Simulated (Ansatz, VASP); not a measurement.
# Two plane-wave programs on Zn3SeS2

```xyz
6
Lattice="3.9165 0.0000 0.0000 -1.9583 3.3918 0.0000 0.0000 0.0000 9.6029" Properties=species:S:1:pos:R:3 pbc="T T T"
Zn    0.0000    0.0000    0.0928
Zn    1.9583    1.1306    3.2015
Zn    0.0000    2.2612    6.3037
Se    0.0000    0.0000    7.2164
S     1.9583    1.1306    0.8397
S     0.0000    2.2612    3.9523
```

Alike in both runs: functional PBE; k mesh 12 × 12 × 4; no spin polarisation.

Ansatz relaxed the structure, and its values are those at the end. VASP's run is a single point on that final structure, the one shown.

|  | VASP | Ansatz |
| --- | --- | --- |
| version | VASP 6.6.1 | Ansatz 0.2.0 |
| potentials or method | VASP PAW PBE potentials, release 64 (Zn, Se, S), cutoff 520 eV | scalar-relativistic, plane waves, PAW |
| occupations | gaussian, width 0.01 eV | fixed |
| valence electrons in the cell | 54 | 64 |

Ansatz gave:

```
gap on the k mesh at the Fermi level (eV) : 1.43
least direct gap on the mesh (eV)         : 1.43
pressure (GPa)                            : 0.0
```

Task: Estimate VASP's values.

Result: gap on the k mesh at the Fermi level (eV): 1.43; least direct gap on the mesh (eV): 1.43; pressure (GPa): 0.2.

VASP's potentials hold 54 valence electrons a cell and Ansatz's 64, so a difference there can come from the potentials and not from the codes.
